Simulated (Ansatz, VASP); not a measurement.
# Two plane-wave programs on SiGe3

POSCAR

```
SiGe3
1.0
    3.9699077043      0.0000000000      0.0000000000
    0.0000000000      3.9699077043      0.0000000000
    0.0000000000      0.0000000000      5.5939547066
Si Ge
1 3
Direct
    0.0000000000      0.0000000000      0.0000000000
    0.0000000000      0.5000000000      0.2442925744
    0.5000000000      0.5000000000      0.5000000000
    0.5000000000      0.0000000000      0.7557074256
```

File INCAR.step1:

```
SYSTEM = SiGe3
PREC = Accurate ; ENCUT = 520
ISMEAR = 0 ; SIGMA = 0.01
LREAL = .False. ; LASPH = .True.
NELM = 60 ; NBANDS = 31
GGA = PE ; ALGO = Normal
EDIFF = 1E-4 ; LWAVE = .True.
LCHARG = .False.
```

Contents of INCAR.step2:

```
SYSTEM = SiGe3
PREC = Accurate ; ENCUT = 520
EDIFF = 1E-6 ; ISMEAR = 0
SIGMA = 0.01 ; LREAL = .False.
LASPH = .True. ; NELM = 60
ALGO = Normal ; ISIF = 2
LWAVE = .False. ; LCHARG = .True.
METAGGA = R2SCAN ; LMIXTAU = .True.
LELF = .True. ; LVHAR = .True.
NBANDS = 31 ; ISTART = 1
```

KPOINTS

```
Automatic mesh
0
Gamma
  6 6 6
  0 0 0
```

Input for Ansatz:

```yaml
crystal:
  lattice:
    - [3.9699077043, 0.0, 0.0]
    - [0.0, 3.9699077043, 0.0]
    - [0.0, 0.0, 5.5939547066]
  atoms:
    - { symbol: Si, position: [0.0, 0.0, 0.0] }
    - { symbol: Ge, position: [0.0, 0.5, 0.2442925744] }
    - { symbol: Ge, position: [0.5, 0.5, 0.5] }
    - { symbol: Ge, position: [0.5, 0.0, 0.7557074256] }
kpoints:
  mp_grid: { grid: [6, 6, 6] }
  band_path:
    path:
      - [0.0, 0.0, 0.0]
      - [0.0, 0.5, 0.0]
      - [0.5, 0.5, 0.0]
      - [0.0, 0.0, 0.5]
      - [0.0, 0.5, 0.5]
      - [0.5, 0.5, 0.5]
      - [0.0, 0.0, 0.05]
    npoints: 1
hamiltonian:
  xc: r2scan
scf:
  occupations: { method: fixed }
  n_extra_bands: 5
output:
  forces: true
  stress: true
  eigenvalues: true
```

Alike in both runs: task single point; functional r2SCAN; k mesh 6 × 6 × 6; no spin polarisation.

```csv
,VASP,Ansatz
version,VASP 6.6.1,Ansatz 0.2.0
potentials or method,"VASP PAW PBE potentials, release 64 (Si, Ge_d)","plane waves, PAW"
plane-wave cutoff (eV),520,500
occupations,"gaussian, width 0.01 eV",fixed
valence electrons in the cell,46,46
```

VASP gave:

* gap on the k mesh at the Fermi level (eV): 0.55
* pressure (GPa): 0.0
* rms of the force components (eV/Å): 0.004

**Question.** Which values does Ansatz return?

**Answer.** gap on the k mesh at the Fermi level (eV): 0.57; pressure (GPa): 0.0; rms of the force components (eV/Å): 0.000.

VASP's potentials were made for PBE, not for r2SCAN. Atom by atom the forces differ by 0.005 eV/Å (rms over components).
